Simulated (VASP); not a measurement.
V, 1 atom in the cell. Symmetry: Im-3m, No. 229, cubic system. The conventional cell has a = 2.988 Å, b = 2.988 Å, c = 2.988 Å, α = 90.00°, β = 90.00°, γ = 90.00°. Within 3.4 Å of V (site symmetry m-3m) lie 14 V at 2.59 to 2.99 Å. 

```yaml
Program: VASP 6.6.1
Task: single point
Functional: LDA
Potentials_or_basis: VASP PAW LDA potentials, release 64 (V_sv)
Cutoff: 520 eV
k_mesh: 12 × 12 × 12
Occupations: fermi-dirac, width 0.05 eV
Spin: collinear spin, ferromagnetic start
Starting_moments: "[2.0] μB"
Dipole_correction: no
Further_INCAR_settings: ALGO = Normal; EDIFF = 1e-07; NBANDS = 16
```

Potentials or basis: VASP PAW LDA potentials, release 64 (V_sv).

Command:

```sh
$ cat potpaw_LDA.64/V_sv/POTCAR > POTCAR
$ mpirun -np 1 vasp_std > vasp.out
```

Hardware: 1 thread of Intel(R) Xeon(R) Platinum 8488C (Sapphire Rapids) (shared host).

Task: Estimate the wall time of this run.

Result: It took 22 s on 1 thread of Intel(R) Xeon(R) Platinum 8488C (Sapphire Rapids) (shared host), peak memory 0.13 GiB. Counts: scf iterations 14, k points 72.
